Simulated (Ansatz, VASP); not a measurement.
Co: VASP beside Ansatz

```
Co
1.0
     2.48736    0.00000    0.00000
    -1.24368    2.15412    0.00000
     0.00000    0.00000    4.06329
Co
2
Direct
  0.66667 0.33333 0.25986
  0.33333 0.66667 0.74014
```

Alike in both runs: task single point; functional PBEsol; k mesh 15 × 15 × 8; collinear spin.

```csv
,VASP,Ansatz
version,VASP 6.6.1,Ansatz 0.2.0
potentials or method,"VASP PAW PBE potentials, release 64 (Co)","plane waves, PAW"
plane-wave cutoff (eV),520,420
occupations,"fermi-dirac, width 0.1 eV",fermi-dirac
valence electrons in the cell,18,34
```

```tsv
	VASP	Ansatz	Ansatz less VASP
gap on the k mesh at the Fermi level (eV)	none	none	-
net moment per atom (μB)	1.62	1.62	+0.005
size of the moment on the site where the two differ most (μB)	1.63	1.69	+0.060
```

VASP's potentials were made for PBE, not for PBEsol. Site moments also hang on the region over which each program counts them. A gap of «none» marks a metal or a gap that the smearing closes. VASP's potentials hold 18 valence electrons a cell and Ansatz's 34, so a difference there can come from the potentials and not from the codes.
